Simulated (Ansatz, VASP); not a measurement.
## B in VASP and in Ansatz

```
CELL_PARAMETERS angstrom
0.00000 4.09293 1.65237
4.49904 0.00000 1.65237
4.49904 4.09293 0.00000
ATOMIC_POSITIONS crystal
B 0.90124 0.50871 0.99130
B 0.50871 0.90124 0.59875
B 0.25870 0.65125 0.34876
B 0.65125 0.25870 0.74129
B 0.79675 0.61316 0.70324
B 0.61316 0.79675 0.88684
B 0.54676 0.36316 0.45325
B 0.36316 0.54676 0.63684
```

Alike in both runs: functional PBE; k mesh 6 × 6 × 6; occupations gaussian, width 0.1 eV; no spin polarisation.

Ansatz relaxed the structure, and its values are those at the end. VASP's run is a single point on that final structure, the one shown.

|  | VASP | Ansatz |
| --- | --- | --- |
| version | VASP 6.6.1 | Ansatz 0.2.0 |
| potentials or method | VASP PAW PBE potentials, release 64 (B), cutoff 520 eV | scalar-relativistic, plane waves, PAW |
| valence electrons in the cell | 24 | 24 |

```tsv
	VASP	Ansatz	Ansatz less VASP
gap on the k mesh at the Fermi level (eV)	none	none	-
pressure (GPa)	0.0	0.0	+0.02
rms of the force components (eV/Å)	0.009	0.008	-0.0012
```

A gap of «none» marks a metal or a gap that the smearing closes. With one functional, cell and mesh, what is left measures potentials, basis and numerics.

The k mesh is coarse, so the values compare programs but aren't converged.
